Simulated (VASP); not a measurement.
S, 1 atom in the cell. The structure is cubic, space group Fm-3m (No. 225). Conventional cell: a = 3.373 Å, b = 3.373 Å, c = 3.373 Å, α = 90.00°, β = 90.00°, γ = 90.00°. S (site symmetry m-3m) has 12 S at 2.39 Å within 3.2 Å. This isn't the form of S at room conditions, which is orthorhombic, of S8 rings.

```yaml
Program: VASP 6.6.1
Task: single point
Functional: PBE
Potentials_or_basis: VASP PAW PBE potentials, release 64 (S)
Cutoff: 520 eV
k_mesh: 19 × 19 × 19
Occupations: fermi-dirac, width 0.08 eV
Spin: no spin polarisation
Dipole_correction: no
Further_INCAR_settings: ALGO = Normal; EDIFF = 1e-07; NBANDS = 9
```

Potentials or basis: VASP PAW PBE potentials, release 64 (S).

Command:

```console
$ cat potpaw_PBE.64/S/POTCAR > POTCAR
$ mpirun -np 1 vasp_std > vasp.out
```

Hardware: 1 thread of Intel(R) Xeon(R) Platinum 8488C (Sapphire Rapids), on a shared host.

Q: How long does it take, and how much memory?

A: It took 12 s on 1 thread of Intel(R) Xeon(R) Platinum 8488C (Sapphire Rapids), on a shared host, peak memory 0.13 GiB. Counts: scf iterations 11, k points 220.
